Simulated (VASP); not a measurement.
Wanted: the native input for a VASP 6.6.1 run.

```
Task                   : single point
Functional             : PBE
Potentials or basis    : VASP PAW PBE potentials, release 64 (Cs_sv, I)
Cutoff                 : 500 eV
k mesh                 : 4 × 4 × 4
Occupations            : gaussian, width 0.01 eV
Spin                   : no spin polarisation
Dipole correction      : no
Further INCAR settings : ALGO = Normal; EDIFF = 1e-06; NBANDS = 15
```

The structure of CsI lies in POSCAR:

```
CsI
1.0
    4.4491411357      0.0000000000      0.0000000000
    0.0000000000      4.4491411357      0.0000000000
    0.0000000000      0.0000000000      4.4491411357
Cs I
1 1
Direct
    0.0000000000      0.0000000000      0.0000000000
    0.5000000000      0.5000000000      0.5000000000
```

This cell differs from its parent crystal: volume changed by -10%.

These files were run (other wordings do the same):

INCAR

```
PREC     = Accurate       # precision mode
ENCUT    = 500            # plane-wave cutoff, eV
EDIFF    = 1E-6           # SCF threshold, eV
ISMEAR   = 0              # smearing method
SIGMA    = 0.01           # smearing width, eV
LREAL    = F              # projectors in reciprocal space
LASPH    = T              # aspherical terms in the spheres
NELM     = 120            # most SCF steps
ALGO     = Normal         # electronic algorithm
ISIF     = 2              # what is computed and relaxed
LWAVE    = F              # write WAVECAR
LCHARG   = F              # write CHGCAR
GGA      = PE             # functional
NBANDS   = 15             # bands
GGA_COMPAT= F
```

KPOINTS

```
regular mesh
0
Gamma
  4 4 4
```

Potentials or basis: VASP PAW PBE potentials, release 64 (Cs_sv, I).

The run is started by

```console
$ cat potpaw_PBE.64/Cs_sv/POTCAR potpaw_PBE.64/I/POTCAR > POTCAR
$ mpirun -np 1 vasp_std > vasp.out
```

Results of the run:

The pressure is 2.1 GPa and the band gap on the k mesh is 4.04 eV, indirect (least direct gap 4.12 eV).

Caveat: spin-orbit coupling is left out, which moves the levels of the heavy elements.

Run time: 14 s on 1 thread of Intel(R) Xeon(R) Platinum 8259CL CPU @ 2.50GHz (Skylake/Cascade Lake), on a shared host, peak memory 0.17 GiB.
